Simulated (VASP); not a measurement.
MnS:

```
CELL_PARAMETERS angstrom
0.00000 2.94319 2.94319
2.94319 0.00000 2.94319
2.94319 2.94319 0.00000
ATOMIC_POSITIONS crystal
Mn 0.00000 0.00000 0.00000
S 0.75000 0.75000 0.75000
```

Base run:

| Item | Value |
| --- | --- |
| Program | VASP 6.6.1 |
| Functional | PBEsol |
| Potentials or basis | VASP PAW PBE potentials, release 64 (Mn_pv, S) |
| Cutoff | 520 eV |
| k mesh | 16 × 16 × 16 |
| Occupations | gaussian, width 0.15 eV |
| Spin | collinear spin, ferromagnetic start |
| Starting moments | [0.875, 0.0] μB |
| Fixed moment | 0.875 μB |

Its results: pressure -20.5 GPa; site moments Mn +0.92; S -0.06 μB.

The run is repeated on the same cell with these changes: fixed moment from 0.875 μB to 2.625 μB; moments at the start from [0.88, 0.0] to [2.62, 0.0]. What comes out?

Pressure -18.5 GPa; site moments Mn +2.70; S -0.14 μB.

Caveats: the cell stands under tension; the PAW data sets were made with another functional, which shifts forces and pressure a little; the total moment is fixed, so each spin has its own Fermi level and the state may be an excited one; a cell with one magnetic atom can't hold antiferromagnetic order, which such compounds often take.
